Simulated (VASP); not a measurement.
A run of VASP 6.6.1:

INCAR

```
SYSTEM = NbAgCl3
PREC = Accurate
ENCUT = 600
EDIFF = 1E-6
ISMEAR = 0
SIGMA = 0.1
LREAL = .False.
LASPH = .True.
NELM = 80
ALGO = Normal
ISIF = 3
LWAVE = .False.
LCHARG = .False.
GGA = PE
IBRION = 2
NSW = 100
EDIFFG = -0.01
```

KPOINTS

```
regular mesh
0
Gamma
  8 8 8
  0 0 0
```

POSCAR

```
NbAgCl3
1.0
    4.9821598779      0.0000000000      0.0000000000
    0.0000000000      4.9821598779      0.0000000000
    0.0000000000      0.0000000000      4.9821598779
Nb Ag Cl
1 1 3
Direct
    0.0000000000      0.0000000000      0.0000000000
    0.5000000000      0.5000000000      0.5000000000
    0.0000000000      0.5000000000      0.5000000000
    0.5000000000      0.0000000000      0.5000000000
    0.5000000000      0.5000000000      0.0000000000
```

Potentials or basis: VASP PAW PBE potentials, release 64 (Nb_sv, Ag, Cl).

Run with:

```console
$ cat potpaw_PBE.64/Nb_sv/POTCAR potpaw_PBE.64/Ag/POTCAR potpaw_PBE.64/Cl/POTCAR > POTCAR
$ mpirun -np 1 vasp_std > vasp.out
```

Hardware: 1 thread of Intel Xeon 8259CL, with other jobs on the host.

How long does it take, and how much memory?

It took 6.5 min on 1 thread of Intel Xeon 8259CL, on a shared host, peak memory 0.35 GiB. Counts: scf iterations 28, k points 35, ion steps 2.
